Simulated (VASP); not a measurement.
## Pd: single point with PBE

The system is Pd.

```
Pd
1.0
     0.00000    1.96912    1.96912
     1.96912    0.00000    1.96912
     1.96912    1.96912    0.00000
Pd
1
Direct
  0.00000 0.00000 0.00000
```

* Program: VASP 6.6.1
* Task: single point
* Functional: PBE
* Potentials or basis: VASP PAW PBE potentials, release 64 (Pd)
* Cutoff: 500 eV
* k mesh: 9 × 9 × 9
* Occupations: methfessel-paxton, width 0.1 eV
* Spin: no spin polarisation
* Dipole correction: no
* Further INCAR settings: ALGO = Normal; EDIFF = 1e-06; NBANDS = 11

```yaml
Pressure: -0.2 GPa
Band_gap_on_the_k_mesh: zero (band 5 reaches 9.36 eV, above the bottom of band 6 at 7.96 eV)
```

Levels at points of the mesh, in eV from the Fermi level:
| k point | band 2 | band 3 | band 4 | band 5 | band 6 | band 7 | band 8 | band 9 |
| --- | --- | --- | --- | --- | --- | --- | --- | --- |
| (0.00, 0.00, 0.00) | -2.64 | -2.64 | -2.64 | -1.12 | -1.12 | 17.24 | 21.82 | 21.82 |

It took 6.7 s on 1 thread of AMD EPYC 7R43 64-Core Processor (Zen 3) (shared host), peak memory 0.09 GiB.
